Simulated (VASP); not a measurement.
# MgB2: single point with PBE

Crystal: MgB2.

```
CELL_PARAMETERS angstrom
3.14551 0.00000 0.00000
-1.57275 2.72409 0.00000
0.00000 0.00000 3.59210
ATOMIC_POSITIONS crystal
Mg 0.00000 0.00000 0.00000
B 0.33333 0.66667 0.50000
B 0.66667 0.33333 0.50000
```

This cell differs from its parent crystal: volume scaled by 1.06.

```yaml
Program: VASP 6.6.1
Task: single point
Functional: PBE
Potentials_or_basis: VASP PAW PBE potentials, release 64 (Mg, B)
Cutoff: 520 eV
k_mesh: 12 × 12 × 9
Occupations: fermi-dirac, width 0.05 eV
Spin: no spin polarisation
Dipole_correction: no
Further_INCAR_settings: ALGO = Normal; EDIFF = 1e-07; NBANDS = 11
```

```
Pressure               : -9.1 GPa
Band gap on the k mesh : zero (band 4 reaches 6.60 eV, above the bottom of band 5 at 3.04 eV)
```

Stress tensor (GPa, compression positive):
```
-10.32   0.00   0.00
  0.00 -10.32   0.00
  0.00   0.00  -6.61
```

Levels at points of the mesh, in eV from the Fermi level:
| k point | band 2 | band 3 | band 4 | band 5 | band 6 | band 7 |
| --- | --- | --- | --- | --- | --- | --- |
| (0.00, 0.00, 0.00) | -2.77 | 0.35 | 0.35 | 1.55 | 6.09 | 6.09 |
| (0.50, 0.00, 0.00) | -7.55 | -2.07 | 0.27 | 2.98 | 3.75 | 5.10 |

It took 12 s on 1 thread of Intel(R) Xeon(R) 6975P-C (Granite Rapids), with other jobs on the host, peak memory 0.16 GiB.
